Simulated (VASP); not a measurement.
Write the native input for VASP 6.6.1 that does the following.

```
Task                   : single point
Functional             : PBEsol
Potentials or basis    : VASP PAW PBE potentials, release 64 (W_sv, Se)
Cutoff                 : 520 eV
k mesh                 : 12 × 12 × 2
Occupations            : gaussian, width 0.05 eV
Spin                   : no spin polarisation
Dipole correction      : no
Further INCAR settings : ALGO = Normal; EDIFF = 1e-07; NBANDS = 20
```

The structure of WSe2 lies in POSCAR:

```
WSe2
1.0
    3.4337653123      0.0000000000      0.0000000000
   -1.7168826562      2.8321218963      0.0000000000
    0.0000000000      0.0000000000     16.6612169706
W Se
1 2
Direct
    0.0000000000      0.0000000000      0.0000000000
    0.3333333333      0.6666666667      0.1003992721
    0.3333333333      0.6666666667      0.8996007279
```

This cell differs from its parent crystal: strain +0.0500 x Voigt [1, 0, 0, 0, 0, 0].

One way to write it, as run:

INCAR

```
SYSTEM = WSe2
PREC = Accurate
ENCUT = 520
EDIFF = 1E-7
ISMEAR = 0
SIGMA = 0.05
LREAL = .FALSE.
LASPH = .TRUE.
NELM = 80
ALGO = Normal
ISIF = 2
LWAVE = .FALSE.
LCHARG = .TRUE.
GGA = PS
LELF = .TRUE.
LVHAR = .TRUE.
NBANDS = 20
```

KPOINTS

```
Automatic mesh
0
G
  12 12 2
  0 0 0
```

Potentials or basis: VASP PAW PBE potentials, release 64 (W_sv, Se).

Command:

```sh
$ cat potpaw_PBE.64/W_sv/POTCAR potpaw_PBE.64/Se/POTCAR > POTCAR
$ mpirun -np 1 vasp_std > vasp.out
```

Results of the run:

The largest force is 0.482 eV/Å and the band gap on the k mesh is 1.43 eV.

Caveat: the cell differs from its parent crystal (strain +0.0500 x Voigt [1, 0, 0, 0, 0, 0]); the PAW data sets were made with another functional, which shifts forces and pressure a little; spin-orbit coupling is left out, which moves the levels of the heavy elements.

It took 4.4 min on 1 thread of Intel(R) Xeon(R) 6975P-C (Granite Rapids), with other jobs on the host, peak memory 0.48 GiB.
